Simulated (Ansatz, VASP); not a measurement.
## One calculation of Rh, two programs

```
CELL_PARAMETERS angstrom
-0.18770 1.87704 1.87704
1.87704 -0.18770 1.87704
1.68933 1.68933 0.00000
ATOMIC_POSITIONS crystal
Rh 0.00000 0.00000 0.00000
```

Change from the starting cell: engineering shear strain xy -0.2000, equal normal strain along x and y +0.0000.

Alike in both runs: task single point; functional LDA; k mesh 20 × 20 × 20; occupations gaussian, width 0.15 eV; no spin polarisation.

|  | VASP | Ansatz |
| --- | --- | --- |
| version | VASP 6.6.1 | Ansatz 0.2.0 |
| potentials or method | VASP PAW LDA potentials, release 64 (Rh_pv), cutoff 520 eV | scalar-relativistic, plane waves, PAW |
| valence electrons in the cell | 15 | 17 |

Ansatz gave:

- gap on the k mesh at the Fermi level (eV): none
- pressure (GPa): 16.4
- traceless stress, the component that is largest in VASP (GPa): 43.76

What did VASP give for the same quantities?

gap on the k mesh at the Fermi level (eV): none; pressure (GPa): 17.2; traceless stress, the component that is largest in VASP (GPa): 44.12.

Ansatz warns that its potentials were made for another functional, while VASP's fit it. LDA's correlation is that of Perdew and Zunger in VASP and of Perdew and Wang (1992) in Ansatz. A gap of «none» marks a metal or a gap that the smearing closes. VASP's potentials hold 15 valence electrons a cell and Ansatz's 17, so a difference there can come from the potentials and not from the codes.
